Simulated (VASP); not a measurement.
# GaAsSe3 (P6_3/mmc) in VASP: notebook, part 2 of 2

VASP 6.6.1. The steps go on from the part before.

## 3. Single point, PBE

This run uses another cell than the first one, of 25.62 Å³/atom.

Contents of INCAR:

```
SYSTEM = GaAsSe3
PREC = Accurate
ENCUT = 500
EDIFF = 1E-6
ISMEAR = 0
SIGMA = 0.15
LREAL = .False.
LASPH = .True.
NELM = 120
ALGO = Normal
ISIF = 2
LWAVE = .False.
LCHARG = .False.
GGA = PE
NBANDS = 47
GGA_COMPAT = .False.
```

Contents of KPOINTS:

```
regular mesh
0
Gamma
  2 2 2
  0 0 0
```

Contents of POSCAR:

```
GaAsSe3
1.0
    6.7182597543      0.0000000028      0.0000000000
   -3.3591298796      5.8181836151      0.0000000000
    0.0000000000      0.0000000000      6.5532282643
Ga As Se
2 2 6
Direct
    0.6666666667      0.3333333333      0.2500000000
    0.3333333333      0.6666666667      0.7500000000
    0.0000000000      0.0000000000      0.5000000000
    0.0000000000      0.0000000000      0.0000000000
    0.3548020237      0.1774010119      0.7500000000
    0.6451979763      0.8225989881      0.2500000000
    0.8225989881      0.1774010119      0.7500000000
    0.1774010119      0.8225989881      0.2500000000
    0.8225989881      0.6451979763      0.7500000000
    0.1774010119      0.3548020237      0.2500000000
```

Potentials or basis: VASP PAW PBE potentials, release 64 (Ga_d, As, Se).

Run with:

```bash
$ cat potpaw_PBE.64/Ga_d/POTCAR potpaw_PBE.64/As/POTCAR potpaw_PBE.64/Se/POTCAR > POTCAR
$ mpirun -np 1 vasp_std > vasp.out
```

OUTCAR:

```text
SYSTEM = GaAsSe3
   PREC = Accurate
   ENCUT = 500
   EDIFF = 1E-6
   ISMEAR = 0
   LREAL = .False.
   LASPH = .True.
   NELM = 120
   ISIF = 2
   GGA = PE

 ion  position               nearest neighbor table
   1  0.667  0.333  0.250-
   2  0.333  0.667  0.750-
   3  0.000  0.000  0.500-   5 2.64   6 2.64   9 2.64  10 2.64   7 2.64   8 2.64
   4  0.000  0.000  0.000-   5 2.64   6 2.64   9 2.64  10 2.64   7 2.64   8 2.64
   5  0.355  0.177  0.750-   3 2.64   4 2.64
   6  0.645  0.823  0.250-   3 2.64   4 2.64
   7  0.823  0.177  0.750-   3 2.64   4 2.64
   8  0.177  0.823  0.250-   3 2.64   4 2.64
   9  0.823  0.645  0.750-   3 2.64   4 2.64
  10  0.177  0.355  0.250-   3 2.64   4 2.64

  LATTYP: Found a hexagonal cell.
 ALAT       =     6.7182597543
 C/A-ratio  =     0.9754353812

  Lattice vectors:

 A1 = (   6.7182597543,   0.0000000028,   0.0000000000)
 A2 = (  -3.3591298796,   5.8181836151,   0.0000000000)
 A3 = (   0.0000000000,   0.0000000000,   6.5532282643)

Analysis of symmetry for initial positions (statically):
=====================================================================
 Subroutine PRICEL returns:
 Original cell was already a primitive cell.

 Routine SETGRP: Setting up the symmetry group for a
 hexagonal supercell.

 Subroutine GETGRP returns: Found 24 space group operations
 (whereof 12 operations were pure point group operations)
 out of a pool of 24 trial point group operations.

The static configuration has the point symmetry D_3d.
 The point group associated with its full space group is D_6h.

Analysis of symmetry for dynamics (positions and initial velocities):
=====================================================================
 Subroutine PRICEL returns:
 Original cell was already a primitive cell.

 Routine SETGRP: Setting up the symmetry group for a
[... 127 lines left out ...]
   GGA     = PE    functional components
   LHFCALC =     F    Hartree Fock is set to
   AEXX    =    0.0000 exact exchange contribution
   IVDW    =     0    specifies the selected vdW correction
   LEPSILON=     F    determine dielectric tensor
   LRPA    =     F    only Hartree local field effects (RPA)
 non-spin polarized calculation
 Gauss-broadening in eV      SIGMA  =   0.15
  energy-cutoff  :      500.00
  volume of cell :      256.15
 maximum number of plane-waves:      6518
 NGX is ok and might be reduce to    50
   NGX = 25   NGY = 25   NGZ = 23

 number of electron      72.0000021 magnetization

 Free energy of the ion-electron system (eV)
  ---------------------------------------------------
  ext. energy  EPLUGINS =         0.00000000
  ---------------------------------------------------
  free energy    TOTEN  =       -34.35146536 eV

  energy without entropy =      -34.21613501  energy(sigma->0) =      -34.28380018

 E-fermi :   3.0881     XC(G=0):  -9.2623

 val. band max:        3.0244694661   @ k =   0.5000   0.0000   0.5000
 cond. band min:       3.0985483344   @ k =   0.5000   0.0000   0.5000
 fundamental gap:      0.0740788684
 Fermi energy:         3.0881399499

 k-point     1 :       0.0000    0.0000    0.0000
  band No.  band energies     occupation
      1     -11.7699      2.00000
      2     -11.5291      2.00000
      3     -11.5124      2.00000
      4     -11.5084      2.00000
      5     -11.5084      2.00000
      6     -11.5069      2.00000
[... 189 lines left out ...]
     46       6.2585      0.00000
     47       7.3074      0.00000

------------------------ aborting loop because EDIFF is reached ----------------------------------------

  FORCE on cell =-STRESS in cart. coord.  units (eV):
  Direction    XX          YY          ZZ          XY          YZ          ZX
  --------------------------------------------------------------------------------------
  -------------------------------------------------------------------------------------
  Total        0.7469236      0.7469236     -0.0407340     -0.0000000     -0.0000000      0.0000000
  in kB        4.6718322      4.6718322     -0.2547815     -0.0000000     -0.0000000      0.0000000
  external PRESSURE =       3.0296276 kB  Pullay stress =       0.0000000 kB

 VOLUME and BASIS-vectors are now :
 -----------------------------------------------------------------------------
  energy-cutoff  :      500.00
  volume of cell :      256.15
      direct lattice vectors                 reciprocal lattice vectors
     6.718259754  0.000000003  0.000000000     0.148848070  0.085937474  0.000000000
    -3.359129880  5.818183615  0.000000000    -0.000000000  0.171874947  0.000000000
     0.000000000  0.000000000  6.553228264     0.000000000  0.000000000  0.152596546

 POSITION                                       TOTAL-FORCE (eV/Angst)
 -----------------------------------------------------------------------------------
      3.35913      1.93939      1.63831        -0.000000      0.000000      0.000000
     -0.00000      3.87879      4.91492        -0.000000      0.000000      0.000000
      0.00000      0.00000      3.27661        -0.000000      0.000000      0.000000
      0.00000      0.00000      0.00000        -0.000000      0.000000      0.000000
      1.78774      1.03215      4.91492         0.005514      0.003184      0.000000
      1.57139      4.78603      1.63831        -0.005514     -0.003184      0.000000
      4.93052      1.03215      4.91492        -0.005514      0.003184      0.000000
     -1.57139      4.78603      1.63831         0.005514     -0.003184      0.000000
      3.35913      3.75388      4.91492         0.000000     -0.006367      0.000000
     -0.00000      2.06430      1.63831        -0.000000      0.006367     -0.000000
 -----------------------------------------------------------------------------------
    total drift:                               -0.000001      0.000000     -0.000000

  FREE ENERGIE OF THE ION-ELECTRON SYSTEM (eV)
  ---------------------------------------------------
  free  energy   TOTEN  =       -34.3514653576 eV

  energy  without entropy=      -34.2161350076  energy(sigma->0) =      -34.28380018
```

stdout:

```text
POSCAR found type information on POSCAR GaAsSe
 POSCAR found :  3 types and      10 ions
 scaLAPACK will be used
 LDA part: xc-table for (Slater+PW92), standard interpolation
 POSCAR, INCAR and KPOINTS ok, starting setup
 FFT: planning ... GRIDC
 FFT: planning ... GRID_SOFT
 FFT: planning ... GRID
 WAVECAR not read
 entering main loop
```

It took 34 s on 1 thread of Intel Xeon 6975P-C (Granite Rapids), shared host; peak memory 0.36 GiB.

What came out:

* Free energy: -34.3515 eV
* Pressure: 0.3 GPa
* Largest force: 0.006 eV/Å
* Band gap on the k mesh: zero (bands 36 and 37 overlap by 0.19 eV)

Forces in eV/Å, atoms in the order of the input:
```
Ga   0.000  0.000  0.000
Ga   0.000  0.000  0.000
As   0.000  0.000  0.000
As   0.000  0.000  0.000
Se   0.006  0.003  0.000
Se  -0.006 -0.003  0.000
Se  -0.006  0.003  0.000
Se   0.006 -0.003  0.000
Se   0.000 -0.006  0.000
Se   0.000  0.006  0.000
```

Stress tensor (GPa, compression positive):
```
 0.47  0.00  0.00
 0.00  0.47  0.00
 0.00  0.00 -0.03
```

Caveat: the k points lie up to 0.54 Å⁻¹ apart.
